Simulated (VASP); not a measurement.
# NbTe (P-6m2) in VASP: notebook

NbTe is run at these levels: PBE; tasks: single point.

Everything below comes from runs of VASP 6.6.1. Logs are shortened: lines on timing, memory, paths and dates and some standing lists are left out, and cuts for length are marked.

## Step 1: The cell of the first run

Symmetry: P-6m2, No. 187, hexagonal system. The conventional cell has a = 3.799 Å, b = 3.799 Å, c = 3.790 Å, α = 90.00°, β = 90.00°, γ = 120.00°. Within 3.8 Å of Nb (site symmetry -6m2) lie 6 Te at 2.90 Å and 8 Nb at 3.79 to 3.80 Å. Te (site symmetry -6m2) has 6 Nb at 2.90 Å and 8 Te at 3.79 to 3.80 Å within 3.8 Å.

## Step 2: Single point, PBE

Input file INCAR:

```
SYSTEM = NbTe
PREC = Accurate
ENCUT = 520
EDIFF = 1E-6
ISMEAR = 0
SIGMA = 0.1
LREAL = .False.
LASPH = .True.
NELM = 80
ALGO = Normal
ISIF = 2
LWAVE = .False.
LCHARG = .False.
GGA = PE
NBANDS = 16
```

Input file KPOINTS:

```
Automatic mesh
0
Gamma
  9 9 8
  0 0 0
```

Input file POSCAR:

```
NbTe
1.0
    3.7991978827      0.0000000000      0.0000000000
   -1.8995989414      3.2902023385      0.0000000000
    0.0000000000      0.0000000000      3.7902071712
Nb Te
1 1
Direct
    0.0000000000      0.0000000000      0.5000000000
    0.6666666667      0.3333333333      0.0000000000
```

Potentials or basis: VASP PAW PBE potentials, release 64 (Nb_sv, Te).

Run with:

```bash
> cat potpaw_PBE.64/Nb_sv/POTCAR potpaw_PBE.64/Te/POTCAR > POTCAR
> mpirun -np 1 vasp_std > vasp.out
```

OUTCAR:

```text
SYSTEM = NbTe
   PREC = Accurate
   ENCUT = 520
   EDIFF = 1E-6
   ISMEAR = 0
   LREAL = .False.
   LASPH = .True.
   NELM = 80
   ISIF = 2
   GGA = PE

 ion  position               nearest neighbor table
   1  0.000  0.000  0.500-   2 2.90   2 2.90   2 2.90   2 2.90   2 2.90   2 2.90
   2  0.667  0.333  0.000-   1 2.90   1 2.90   1 2.90   1 2.90   1 2.90   1 2.90

  LATTYP: Found a hexagonal cell.
 ALAT       =     3.7991978827
 C/A-ratio  =     0.9976335238

  Lattice vectors:

 A1 = (   3.7991978827,   0.0000000000,   0.0000000000)
 A2 = (  -1.8995989414,   3.2902023385,   0.0000000000)
 A3 = (   0.0000000000,   0.0000000000,   3.7902071712)

Analysis of symmetry for initial positions (statically):
=====================================================================
 Subroutine PRICEL returns:
 Original cell was already a primitive cell.

 Routine SETGRP: Setting up the symmetry group for a
 hexagonal supercell.

 Subroutine GETGRP returns: Found 12 space group operations
 (whereof 12 operations were pure point group operations)
 out of a pool of 24 trial point group operations.

The static configuration has the point symmetry D_3h.

Analysis of symmetry for dynamics (positions and initial velocities):
=====================================================================
 Subroutine PRICEL returns:
 Original cell was already a primitive cell.

 Routine SETGRP: Setting up the symmetry group for a
 hexagonal supercell.

 Subroutine GETGRP returns: Found 12 space group operations
 (whereof 12 operations were pure point group operations)
 out of a pool of 24 trial point group operations.

The dynamic configuration has the point symmetry D_3h.

 Subroutine INISYM returns: Found 12 space group operations
 (whereof 12 operations are pure point group operations),
 and found     1 'primitive' translations

----------------------------------------------------------------------------------------

                                     Primitive cell

  volume of cell :      47.3781

  direct lattice vectors                    reciprocal lattice vectors
     3.799197883  0.000000000  0.000000000     0.263213455  0.151966338  0.000000000
    -1.899598941  3.290202338  0.000000000     0.000000000  0.303932676  0.000000000
     0.000000000  0.000000000  3.790207171     0.000000000  0.000000000  0.263837821

  length of vectors
     3.799197883  3.799198279  3.790207171     0.303932707  0.303932676  0.263837821

[... 79 lines left out ...]
   NELM   =     80;   NELMIN=  2; NELMDL= -5     # of ELM steps
   EDIFF  = 0.1E-05   stopping-criterion for ELM
   LREAL  =      F    real-space projection
   EDIFFG = 0.1E-04   stopping-criterion for IOM
   NSW    =      0    number of steps for IOM
   IBRION =     -1    ionic relax: 0-MD 1-quasi-New 2-CG
   NFREE  =      0    steps in history (QN), initial steepest desc. (CG)
   ISIF   =      2    stress and relaxation
   ISYM   =      2    0-nonsym 1-usesym 2-fastsym
   POTIM  = 0.5000    time-step for ionic-motion
   TEBEG  =    0.0;   TEEND  =   0.0 temperature during run
   PSTRESS=    0.0 pullay stress
   NELECT =      19.0000    total number of electrons
   NUPDOWN=      -1.0000    fix difference up-down
   EMIN   =  10.00;   EMAX   =-10.00  energy-range for DOS
   EFERMI =   0.00;   METHOD = LEGACY
   ISMEAR =     0;   SIGMA  =   0.10  broadening in eV -4-tet -1-fermi 0-gaus
   EFERMI_NEDOS =   21; number of points for ismear=-14 and -15
   IALGO  =     38    algorithm
   IMIX   =      4    mixing-type and parameters
     AMIX     =   0.40;   BMIX     =  1.00
     AMIX_MAG =   1.60;   BMIX_MAG =  1.00
  volume/ion in A,a.u.               =      23.69       159.86
  Fermi-wavevector in a.u.,A,eV,Ry     =   1.207258  2.281387 19.830119  1.457473
  Thomas-Fermi vector in A             =   2.342901
   LORBIT       =      0    0 simple, 1 ext, 2 COOP (PROOUT), +10 PAW based schemes
   GGA     = PE    functional components
   LHFCALC =     F    Hartree Fock is set to
   AEXX    =    0.0000 exact exchange contribution
   IVDW    =     0    specifies the selected vdW correction
   LEPSILON=     F    determine dielectric tensor
   LRPA    =     F    only Hartree local field effects (RPA)
 non-spin polarized calculation
 Gauss-broadening in eV      SIGMA  =   0.10
  energy-cutoff  :      520.00
  volume of cell :       47.38
 maximum number of plane-waves:      1305
   NGX = 15   NGY = 15   NGZ = 15

 number of electron      19.0000002 magnetization

 Free energy of the ion-electron system (eV)
  ---------------------------------------------------
  ext. energy  EPLUGINS =         0.00000000
  ---------------------------------------------------
  free energy    TOTEN  =       -13.52929061 eV

  energy without entropy =      -13.52207216  energy(sigma->0) =      -13.52568138

 E-fermi :   9.9249     XC(G=0): -10.9090

 val. band max:        9.9084138672   @ k =   0.3333   0.0000   0.1250
 cond. band min:       9.9360727035   @ k =   0.1111   0.1111   0.0000
 fundamental gap:      0.0276588363
 Fermi energy:         9.9248685095

 k-point     1 :       0.0000    0.0000    0.0000
  band No.  band energies     occupation
      1     -45.7537      2.00000
      2     -21.9011      2.00000
      3     -21.7453      2.00000
      4     -21.7453      2.00000
      5      -3.8140      2.00000
      6       6.9957      2.00000
[... 433 lines left out ...]
      3     -21.8156      2.00000
      4     -21.8026      2.00000
      5      -2.1389      2.00000
      6       4.0531      2.00000
[... 8 lines left out ...]
     15      16.7539      0.00000
     16      16.8792      0.00000

 [... further k-points ...]

------------------------ aborting loop because EDIFF is reached ----------------------------------------

  FORCE on cell =-STRESS in cart. coord.  units (eV):
  Direction    XX          YY          ZZ          XY          YZ          ZX
  --------------------------------------------------------------------------------------
  -------------------------------------------------------------------------------------
  Total       -2.3227560     -2.3227566     -2.7928617      0.0000000      0.0000000      0.0000000
  in kB      -78.5482840    -78.5483058    -94.4457754      0.0000000      0.0000000      0.0000000
  external PRESSURE =     -83.8474551 kB  Pullay stress =       0.0000000 kB

 VOLUME and BASIS-vectors are now :
 -----------------------------------------------------------------------------
  energy-cutoff  :      520.00
  volume of cell :       47.38
      direct lattice vectors                 reciprocal lattice vectors
     3.799197883  0.000000000  0.000000000     0.263213455  0.151966338  0.000000000
    -1.899598941  3.290202338  0.000000000     0.000000000  0.303932676  0.000000000
     0.000000000  0.000000000  3.790207171     0.000000000  0.000000000  0.263837821

 POSITION                                       TOTAL-FORCE (eV/Angst)
 -----------------------------------------------------------------------------------
      0.00000      0.00000      1.89510        -0.000000     -0.000000      0.000000
      1.89960      1.09673      0.00000         0.000000      0.000000      0.000000
 -----------------------------------------------------------------------------------
    total drift:                               -0.000000     -0.000006      0.000000

  FREE ENERGIE OF THE ION-ELECTRON SYSTEM (eV)
  ---------------------------------------------------
  free  energy   TOTEN  =       -13.5292906063 eV

  energy  without entropy=      -13.5220721613  energy(sigma->0) =      -13.52568138
```

It took 26 s on 1 thread of AMD EPYC 7R13 (Zen 3), shared host; peak memory 0.16 GiB.

Results:

| Item | Value |
| --- | --- |
| Free energy | -13.5293 eV |
| Pressure | -8.4 GPa |
| Band gap on the k mesh | zero (an odd number of electrons rules out a gap without spin polarisation) |

Levels at points of the mesh, in eV from the Fermi level:
| k point | band 6 | band 7 | band 8 | band 9 | band 10 | band 11 | band 12 | band 13 |
| --- | --- | --- | --- | --- | --- | --- | --- | --- |
| (0.00, 0.00, 0.00) | -2.93 | -2.93 | -2.64 | -2.30 | 0.14 | 0.14 | 2.18 | 2.18 |
| (0.00, 0.00, 0.50) | -7.08 | -2.45 | -2.45 | -0.83 | -0.83 | 0.61 | 1.53 | 1.53 |

Caveat: the cell stands under tension; spin-orbit coupling is left out, which moves the levels of the heavy elements.

## Step 3: Single point, PBE

This run uses another cell than the first one, of 24.57 Å³/atom.

Input file INCAR:

```
PREC = Accurate
ENCUT = 520
EDIFF = 1E-7
ISMEAR = 0
SIGMA = 0.1
LREAL = False
LASPH = True
NELM = 100
ALGO = Normal
ISIF = 2
LWAVE = False
LCHARG = False
GGA = PE
NBANDS = 16
```

Input file KPOINTS:

```
Automatic mesh
0
Gamma
  9 9 8
```

Input file POSCAR:

```
NbTe
1.0
    3.8455341309      0.0000000000      0.0000000000
   -1.9227670654      3.3303307121      0.0000000000
    0.0000000000      0.0000000000      3.8364337657
Nb Te
1 1
Direct
    0.0000000000      0.0000000000      0.5000000000
    0.6666666667      0.3333333333      0.0000000000
```

Potentials or basis: VASP PAW PBE potentials, release 64 (Nb_sv, Te).

Run with:

```bash
> cat potpaw_PBE.64/Nb_sv/POTCAR potpaw_PBE.64/Te/POTCAR > POTCAR
> mpirun -np 1 vasp_std > vasp.out
```

Wall time 32 s (1 thread of AMD EPYC 7R13 (Zen 3), shared host); peak memory 0.17 GiB.

Results (log left out):

- Free energy: -13.4227 eV
- Pressure: -11.0 GPa
- Band gap on the k mesh: zero (an odd number of electrons rules out a gap without spin polarisation)

Stress tensor (GPa, compression positive):
```
-10.25   0.00   0.00
  0.00 -10.25   0.00
  0.00   0.00 -12.64
```

Levels at points of the mesh, in eV from the Fermi level:
```
           k point  band 5  band 6  band 7  band 8  band 9  band 10  band 11  band 12  band 13  band 14
(0.00, 0.00, 0.00)  -13.53   -2.84   -2.84   -2.49   -2.29     0.14     0.14     2.05     2.05     2.12
(0.00, 0.00, 0.50)  -12.48   -6.88   -2.39   -2.39   -0.78    -0.78     0.57     1.46     1.46     4.76
```

Caveat: the cell stands under tension; spin-orbit coupling is left out, which moves the levels of the heavy elements.
